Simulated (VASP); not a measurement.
# TiC (Immm) in VASP: notebook

The runs below take TiC through single point, with PBE.

All numbers are computed with VASP 6.6.1; they aren't measurements. Logs are shortened: lines on timing, memory, paths and dates and some standing lists are left out, and cuts for length are marked.

### Step 1. The cell of the first run

The structure is orthorhombic, space group Immm (No. 71). Conventional cell: a = 2.946 Å, b = 3.175 Å, c = 4.328 Å, α = 90.00°, β = 90.00°, γ = 90.00°. Within 3.2 Å of Ti (site symmetry mmm) lie 6 C at 2.16 to 2.17 Å and 12 Ti at 2.95 to 3.18 Å. C (site symmetry mmm) has 6 Ti at 2.16 to 2.17 Å and 12 C at 2.95 to 3.18 Å within 3.2 Å.

### Step 2. Single point, PBE (strain -0.0750 x Voigt [0, 0, 0, 0, 0, 1])

The input, INCAR:

```
SYSTEM = TiC
ALGO = Normal ; EDIFF = 1E-7
ENCUT = 520 ; GGA = PE
ISIF = 2 ; ISMEAR = 0
LASPH = .True. ; LCHARG = .False.
LREAL = .False. ; LWAVE = .False.
NBANDS = 15 ; NELM = 60
PREC = Accurate ; SIGMA = 0.15
```

The input, KPOINTS:

```
k-points
0
Gamma
  18 18 18
  0 0 0
```

The input, POSCAR:

```
TiC
1.0
   -0.0811500000      2.1640000000      2.1640000000
    2.1640000000     -0.0811500000      2.1640000000
    2.0828500000      2.0828500000      0.0000000000
Ti C
1 1
Direct
    0.0000000000      0.0000000000      0.0000000000
    0.5000000000      0.5000000000      0.5000000000
```

Potentials or basis: VASP PAW PBE potentials, release 64 (Ti_sv, C).

Command:

```
$ cat potpaw_PBE.64/Ti_sv/POTCAR potpaw_PBE.64/C/POTCAR > POTCAR
$ mpirun -np 1 vasp_std > vasp.out
```

OUTCAR:

```text
SYSTEM = TiC
   EDIFF = 1E-7
   ENCUT = 520
   GGA = PE
   ISIF = 2
   ISMEAR = 0
   LASPH = .True.
   LREAL = .False.
   NELM = 60
   PREC = Accurate

 ion  position               nearest neighbor table
   1  0.000  0.000  0.000-   2 2.16   2 2.16   2 2.17   2 2.17   2 2.17   2 2.17
   2  0.500  0.500  0.500-   1 2.16   1 2.16   1 2.17   1 2.17   1 2.17   1 2.17

  LATTYP: Found a body centered orthorhombic cell.
 ALAT       =     2.9455947184
 B/A-ratio  =     1.0779220779
 C/A-ratio  =     1.4693127921

  Lattice vectors:

 A1 = (   0.0811500000,  -2.1640000000,  -2.1640000000)
 A2 = (  -0.0811500000,   2.1640000000,  -2.1640000000)
 A3 = (   2.1640000000,  -0.0811500000,   2.1640000000)

Analysis of symmetry for initial positions (statically):
=====================================================================
 Subroutine PRICEL returns:
 Original cell was already a primitive cell.

 Routine SETGRP: Setting up the symmetry group for a
 body centered orthorhombic supercell.

 Subroutine GETGRP returns: Found  8 space group operations
 (whereof  8 operations were pure point group operations)
 out of a pool of  8 trial point group operations.

The static configuration has the point symmetry D_2h.

Analysis of symmetry for dynamics (positions and initial velocities):
=====================================================================
 Subroutine PRICEL returns:
 Original cell was already a primitive cell.

 Routine SETGRP: Setting up the symmetry group for a
 body centered orthorhombic supercell.

 Subroutine GETGRP returns: Found  8 space group operations
 (whereof  8 operations were pure point group operations)
 out of a pool of  8 trial point group operations.

The dynamic configuration has the point symmetry D_2h.

 Subroutine INISYM returns: Found  8 space group operations
 (whereof  8 operations are pure point group operations),
 and found     1 'primitive' translations

----------------------------------------------------------------------------------------

                                     Primitive cell

  volume of cell :      20.2391

  direct lattice vectors                    reciprocal lattice vectors
    -0.081150000  2.164000000  2.164000000    -0.222702269  0.222702269  0.231053604
     2.164000000 -0.081150000  2.164000000     0.222702269 -0.222702269  0.231053604
     2.082850000  2.082850000  0.000000000     0.240055693  0.240055693 -0.231053604

  length of vectors
     3.061433867  3.061433867  2.945594718     0.390612813  0.390612813  0.410657083

  position of ions in fractional coordinates (direct lattice)
     0.000000000  0.000000000  0.000000000
     0.500000000  0.500000000  0.500000000

  ion indices of the primitive-cell ions
   primitive index   ion index
                 1           1
                 2           2

----------------------------------------------------------------------------------------

 KPOINTS: k-points

Automatic generation of k-mesh.
 Grid dimensions read from file:
 generate k-points for:   18   18   18

 Generating k-lattice:

  Cartesian coordinates                     Fractional coordinates (reciprocal lattice)
    -0.012372348  0.012372348  0.012836311     0.055555556  0.000000000  0.000000000
     0.012372348 -0.012372348  0.012836311     0.000000000  0.055555556  0.000000000
     0.013336427  0.013336427 -0.012836311     0.000000000  0.000000000  0.055555556

  Length of vectors
     0.021700712  0.021700712  0.022814282

  Shift w.r.t. Gamma in fractional coordinates (k-lattice)
     0.000000000  0.000000000  0.000000000

 Subroutine IBZKPT returns following result:
 ===========================================

 Found    865 irreducible k-points:

 Following reciprocal coordinates:
            Coordinates               Weight
  0.000000  0.000000  0.000000      1.000000
  0.055556  0.000000  0.000000      4.000000
  0.111111  0.000000  0.000000      4.000000
  0.166667 -0.000000  0.000000      4.000000
  0.222222 -0.000000  0.000000      4.000000
  0.277778  0.000000  0.000000      4.000000
[... 16 lines left out ...]
 -0.277778  0.055556  0.000000      4.000000
 -0.222222  0.055556  0.000000      4.000000
 [... further k-points ...]
   k-points           NKPTS =    865   k-points in BZ     NKDIM =    865   number of bands    NBANDS=     15
   number of dos      NEDOS =    301   number of ions     NIONS =      2
   total plane-waves  NPLWV =  13824
   dimension x,y,z NGX =    24 NGY =   24 NGZ =   24
   dimension x,y,z NGXF=    48 NGYF=   48 NGZF=   48
   ions per type =               1   1
   NGX,Y,Z   is equivalent  to a cutoff of  13.03, 13.03, 13.55 a.u.
   NGXF,Y,Z  is equivalent  to a cutoff of  26.07, 26.07, 27.09 a.u.
 SYSTEM =  TiC
   PREC   = accura    normal or accurate (medium, high low for compatibility)
   ISTART =      0    job   : 0-new  1-cont  2-samecut
   ICHARG =      2    charge: 1-file 2-atom 10-const
   ISPIN  =      1    spin polarized calculation?
   LNONCOLLINEAR =      F non collinear calculations
   LSORBIT =      F    spin-orbit coupling
   LASPH  =      T    aspherical Exc in radial PAW
   ENCUT  =  520.0 eV  38.22 Ry    6.18 a.u.   5.69  5.69  5.48*2*pi/ulx,y,z
   NELM   =     60;   NELMIN=  2; NELMDL= -5     # of ELM steps
   EDIFF  = 0.1E-06   stopping-criterion for ELM
   LREAL  =      F    real-space projection
   EDIFFG = 0.1E-05   stopping-criterion for IOM
   NSW    =      0    number of steps for IOM
   IBRION =     -1    ionic relax: 0-MD 1-quasi-New 2-CG
   NFREE  =      0    steps in history (QN), initial steepest desc. (CG)
   ISIF   =      2    stress and relaxation
   ISYM   =      2    0-nonsym 1-usesym 2-fastsym
   POTIM  = 0.5000    time-step for ionic-motion
   TEBEG  =    0.0;   TEEND  =   0.0 temperature during run
   PSTRESS=    0.0 pullay stress
   NELECT =      16.0000    total number of electrons
   NUPDOWN=      -1.0000    fix difference up-down
   EMIN   =  10.00;   EMAX   =-10.00  energy-range for DOS
   EFERMI =   0.00;   METHOD = LEGACY
   ISMEAR =     0;   SIGMA  =   0.15  broadening in eV -4-tet -1-fermi 0-gaus
   EFERMI_NEDOS =   21; number of points for ismear=-14 and -15
   IALGO  =     38    algorithm
   IMIX   =      4    mixing-type and parameters
     AMIX     =   0.40;   BMIX     =  1.00
     AMIX_MAG =   1.60;   BMIX_MAG =  1.00
  volume/ion in A,a.u.               =      10.12        68.29
  Fermi-wavevector in a.u.,A,eV,Ry     =   1.513740  2.860554 31.176510  2.291409
  Thomas-Fermi vector in A             =   2.623491
   LORBIT       =      0    0 simple, 1 ext, 2 COOP (PROOUT), +10 PAW based schemes
   GGA     = PE    functional components
   LHFCALC =     F    Hartree Fock is set to
   AEXX    =    0.0000 exact exchange contribution
   IVDW    =     0    specifies the selected vdW correction
   LEPSILON=     F    determine dielectric tensor
   LRPA    =     F    only Hartree local field effects (RPA)
 non-spin polarized calculation
 Gauss-broadening in eV      SIGMA  =   0.15
  energy-cutoff  :      520.00
  volume of cell :       20.24
 maximum number of plane-waves:       560
   NGX = 11   NGY = 11   NGZ = 11

 number of electron      16.0000001 magnetization

 Free energy of the ion-electron system (eV)
  ---------------------------------------------------
  ext. energy  EPLUGINS =         0.00000000
  ---------------------------------------------------
  free energy    TOTEN  =       -18.65039352 eV

  energy without entropy =      -18.64729870  energy(sigma->0) =      -18.64884611

 E-fermi :   9.5007     XC(G=0): -12.7192

 val. band max:        9.4973765010   @ k =   0.3889   0.2778   0.0000
 cond. band min:       9.5007562668   @ k =   0.4444  -0.0000   0.3889
 fundamental gap:      0.0033797658
 Fermi energy:         9.5006708378

 k-point     1 :       0.0000    0.0000    0.0000
  band No.  band energies     occupation
      1     -47.1137      2.00000
      2     -23.1598      2.00000
      3     -23.1377      2.00000
      4     -23.1012      2.00000
      5      -2.9629      2.00000
      6       9.8134      0.00320
      7      10.0677      0.00000
      8      10.5251      0.00000
      9      10.8489      0.00000
     10      11.1066      0.00000
     11      11.2265      0.00000
     12      11.2295      0.00000
     13      11.4862      0.00000
     14      20.0158      0.00000
     15      23.5649      0.00000

 k-point     2 :       0.0556    0.0000    0.0000
  band No.  band energies     occupation
      1     -47.1118      2.00000
      2     -23.1707      2.00000
      3     -23.1423      2.00000
      4     -23.1026      2.00000
      5      -2.8956      2.00000
      6       9.5072      0.95058
      7       9.8087      0.00368
      8      10.3523      0.00000
      9      10.5537      0.00000
     10      10.7766      0.00000
     11      11.1559      0.00000
     12      11.9962      0.00000
     13      12.2072      0.00000
     14      20.1372      0.00000
     15      23.5816      0.00000

 k-point     3 :       0.1111    0.0000    0.0000
  band No.  band energies     occupation
      1     -47.1062      2.00000
      2     -23.2102      2.00000
      3     -23.1476      2.00000
      4     -23.1070      2.00000
      5      -2.6973      2.00000
      6       8.7812      2.00000
      7       9.2087      1.99409
      8       9.6975      0.06343
      9      10.5021      0.00000
     10      10.8304      0.00000
     11      11.5161      0.00000
     12      12.9153      0.00000
     13      13.0866      0.00000
     14      20.4501      0.00000
     15      23.5754      0.00000
[... 343 lines left out ...]
 k-point    23 :      -0.2778    0.0556    0.0000
  band No.  band energies     occupation
      1     -47.0716      2.00000
      2     -23.4521      2.00000
      3     -23.1809      2.00000
      4     -23.1285      2.00000
      5      -1.2437      2.00000
      6       5.8036      2.00000
      7       7.3445      2.00000
      8       7.7319      2.00000
      9      11.5569      0.00000
     10      11.5817      0.00000
     11      12.5746      0.00000
     12      15.3925      0.00000
     13      16.2918      0.00000
     14      20.2935      0.00000
     15      24.1023      0.00000

 k-point    24 :      -0.2222    0.0556    0.0000
  band No.  band energies     occupation
      1     -47.0827      2.00000
      2     -23.3727      2.00000
      3     -23.1758      2.00000
      4     -23.1196      2.00000
      5      -1.7615      2.00000
      6       6.6769      2.00000
      7       7.7979      2.00000
      8       8.1467      2.00000
      9      11.2551      0.00000
     10      11.3022      0.00000
     11      12.3259      0.00000
     12      14.5447      0.00000
     13      15.5662      0.00000
     14      20.8742      0.00000
     15      23.5891      0.00000

 [... further k-points ...]

------------------------ aborting loop because EDIFF is reached ----------------------------------------

  FORCE on cell =-STRESS in cart. coord.  units (eV):
  Direction    XX          YY          ZZ          XY          YZ          ZX
  --------------------------------------------------------------------------------------
  -------------------------------------------------------------------------------------
  Total        0.2072349      0.2072349      0.1525685      1.6029845      0.0000000      0.0000000
  in kB       16.4052519     16.4052519     12.0777183    126.8964006      0.0000000      0.0000000
  external PRESSURE =      14.9627407 kB  Pullay stress =       0.0000000 kB

 VOLUME and BASIS-vectors are now :
 -----------------------------------------------------------------------------
  energy-cutoff  :      520.00
  volume of cell :       20.24
      direct lattice vectors                 reciprocal lattice vectors
    -0.081150000  2.164000000  2.164000000    -0.222702269  0.222702269  0.231053604
     2.164000000 -0.081150000  2.164000000     0.222702269 -0.222702269  0.231053604
     2.082850000  2.082850000  0.000000000     0.240055693  0.240055693 -0.231053604

 POSITION                                       TOTAL-FORCE (eV/Angst)
 -----------------------------------------------------------------------------------
      0.00000      0.00000      0.00000         0.000000     -0.000000     -0.000000
      2.08285      2.08285      2.16400        -0.000000      0.000000      0.000000
 -----------------------------------------------------------------------------------
    total drift:                                0.000000     -0.000000     -0.000000

  FREE ENERGIE OF THE ION-ELECTRON SYSTEM (eV)
  ---------------------------------------------------
  free  energy   TOTEN  =       -18.6503935237 eV

  energy  without entropy=      -18.6472986970  energy(sigma->0) =      -18.64884611
```

It took 3.3 min on 1 thread of Intel Xeon Platinum 8488C (Sapphire Rapids), shared host; peak memory 0.36 GiB.

Results:

```
Free energy            : -18.6504 eV
Pressure               : 1.5 GPa
Band gap on the k mesh : zero (bands 8 and 9 overlap by 1.39 eV)
```

Levels at points of the mesh, in eV from the Fermi level:
```csv
k point,band 6,band 7,band 8,band 9,band 10,band 11
"(0.00, 0.00, 0.00)",0.31,0.57,1.02,1.35,1.61,1.73
"(0.50, 0.00, 0.00)",-5.91,-2.98,-2.42,2.50,3.00,3.99
"(0.50, 0.50, 0.00)",-3.48,-1.67,-0.56,0.46,2.71,3.50
"(0.00, 0.00, 0.50)",-5.88,-3.38,-2.90,2.81,3.04,4.33
"(0.50, 0.00, 0.50)",-3.48,-1.66,-0.08,-0.06,2.63,3.48
```

Caveat: the cell differs from its parent crystal (strain -0.0750 x Voigt [0, 0, 0, 0, 0, 1]).

### Step 3. Single point, PBE (strain +0.0562 x Voigt [0, 0, 0, 0, 0, 1])

The input, INCAR:

```
SYSTEM = TiC
ALGO     = Normal         ! electronic algorithm
EDIFF    = 1E-6           ! SCF threshold, eV
ENCUT    = 520            ! plane-wave cutoff, eV
GGA      = PE             ! functional
ISIF     = 2              ! what is computed and relaxed
ISMEAR   = 0              ! smearing method
LASPH    = .TRUE.         ! aspherical terms in the spheres
LCHARG   = .FALSE.        ! write CHGCAR
LREAL    = .FALSE.        ! projectors in reciprocal space
LWAVE    = .FALSE.        ! write WAVECAR
NBANDS   = 15             ! bands
NELM     = 60             ! most SCF steps
PREC     = Accurate       ! precision mode
SIGMA    = 0.15           ! smearing width, eV
```

The input, KPOINTS:

```
k-points
0
G
  18 18 18
  0 0 0
```

The input, POSCAR:

```
TiC
1.0
    0.0608084000      2.1640000000      2.1640000000
    2.1640000000      0.0608084000      2.1640000000
    2.2248084000      2.2248084000      0.0000000000
Ti C
1 1
Direct
    0.0000000000      0.0000000000      0.0000000000
    0.5000000000      0.5000000000      0.5000000000
```

Potentials or basis: VASP PAW PBE potentials, release 64 (Ti_sv, C).

Command:

```
$ cat potpaw_PBE.64/Ti_sv/POTCAR potpaw_PBE.64/C/POTCAR > POTCAR
$ mpirun -np 1 vasp_std > vasp.out
```

Run time: 1.9 min. Hardware: 1 thread of Intel Xeon Platinum 8488C (Sapphire Rapids), shared host; peak memory 0.37 GiB.

It converged, with:

* Free energy: -18.6769 eV
* Pressure: 1.3 GPa
* Band gap on the k mesh: zero (bands 8 and 9 overlap by 1.33 eV)

Stress tensor (GPa, compression positive):
```
 1.33 -9.50  0.00
-9.50  1.33  0.00
 0.00  0.00  1.15
```

Levels at points of the mesh, in eV from the Fermi level:
| k point | band 5 | band 6 | band 7 | band 8 | band 9 | band 10 | band 11 | band 12 |
| --- | --- | --- | --- | --- | --- | --- | --- | --- |
| (0.00, 0.00, 0.00) | -12.45 | 0.41 | 0.61 | 0.94 | 1.43 | 1.63 | 1.72 | 1.72 |
| (0.50, 0.00, 0.00) | -8.80 | -5.87 | -3.27 | -2.90 | 2.84 | 3.04 | 4.26 | 7.97 |
| (0.50, 0.50, 0.00) | -10.17 | -3.47 | -1.66 | -0.43 | 0.33 | 2.71 | 3.50 | 3.51 |
| (0.00, 0.00, 0.50) | -9.10 | -5.89 | -2.96 | -2.55 | 2.62 | 2.98 | 4.01 | 7.97 |
| (0.50, 0.00, 0.50) | -10.14 | -3.47 | -1.65 | -0.07 | -0.06 | 2.66 | 3.49 | 3.51 |

Caveat: the cell differs from its parent crystal (strain +0.0562 x Voigt [0, 0, 0, 0, 0, 1]).

### Step 4. Single point, PBE (strain +0.0375 x Voigt [0, 0, 0, 0, 0, 1])

The input, INCAR:

```
SYSTEM = TiC
PREC = Accurate ; ENCUT = 520
EDIFF = 1E-7 ; ISMEAR = 0
SIGMA = 0.15 ; LREAL = .False.
LASPH = .True. ; NELM = 80
ALGO = Normal ; ISIF = 2
LWAVE = .False. ; LCHARG = .False.
GGA = PE ; NBANDS = 15
```

The input, KPOINTS:

```
Automatic mesh
0
Gamma
  18 18 18
  0 0 0
```

The input, POSCAR:

```
TiC
1.0
    0.0405750000      2.1640000000      2.1640000000
    2.1640000000      0.0405750000      2.1640000000
    2.2045750000      2.2045750000      0.0000000000
Ti C
1 1
Direct
    0.0000000000      0.0000000000      0.0000000000
    0.5000000000      0.5000000000      0.5000000000
```

Command:

```
$ cat potpaw_PBE.64/Ti_sv/POTCAR potpaw_PBE.64/C/POTCAR > POTCAR
$ mpirun -np 1 vasp_std > vasp.out
```

It took 2.4 min on 1 thread of Intel Xeon Platinum 8488C (Sapphire Rapids), shared host; peak memory 0.36 GiB.

It converged, with:

```yaml
Free_energy: -18.6957 eV
Pressure: 1.2 GPa
Band_gap_on_the_k_mesh: zero (bands 8 and 9 overlap by 1.26 eV)
```

Stress tensor (GPa, compression positive):
```
 1.20 -6.32  0.00
-6.32  1.20  0.00
 0.00  0.00  1.15
```

Levels at points of the mesh, in eV from the Fermi level:
```
           k point  band 4  band 5  band 6  band 7  band 8  band 9  band 10  band 11  band 12  band 13
(0.00, 0.00, 0.00)  -32.61  -12.43    0.50    0.65    0.86    1.51     1.65     1.71     1.71     1.83
(0.50, 0.00, 0.00)  -32.68   -8.84   -5.86   -3.15   -2.90    2.86     3.02     4.20     8.05     8.15
(0.50, 0.50, 0.00)  -32.77  -10.15   -3.45   -1.64   -0.30    0.21     2.71     3.51     3.52     5.80
(0.00, 0.00, 0.50)  -32.66   -9.04   -5.88   -2.94   -2.67    2.74     2.96     4.03     8.04     8.15
(0.50, 0.00, 0.50)  -32.79  -10.14   -3.45   -1.64   -0.05   -0.05     2.68     3.50     3.52     5.79
```

Caveat: the cell differs from its parent crystal (strain +0.0375 x Voigt [0, 0, 0, 0, 0, 1]).

### Step 5. The runs side by side

```tsv
cell	gap on the mesh (eV)	pressure (GPa)
a = 3.061, b = 3.061, c = 2.946 Å, angles 61.2, 61.2, 62.5°, 2 atoms	none	1.5
a = 3.061, b = 3.061, c = 3.146 Å, angles 59.1, 59.1, 58.1°, 2 atoms	none	1.3
a = 3.061, b = 3.061, c = 3.118 Å, angles 59.4, 59.4, 58.8°, 2 atoms	none	1.2
```

Alike in all rows: task single point; level PBE; potentials or basis VASP PAW PBE potentials, release 64 (Ti_sv, C); no spin polarisation; k mesh 18 × 18 × 18; cutoff (eV) 520; smearing gaussian 0.15 eV.

Absolute energies hang on the potentials; compare differences alone.
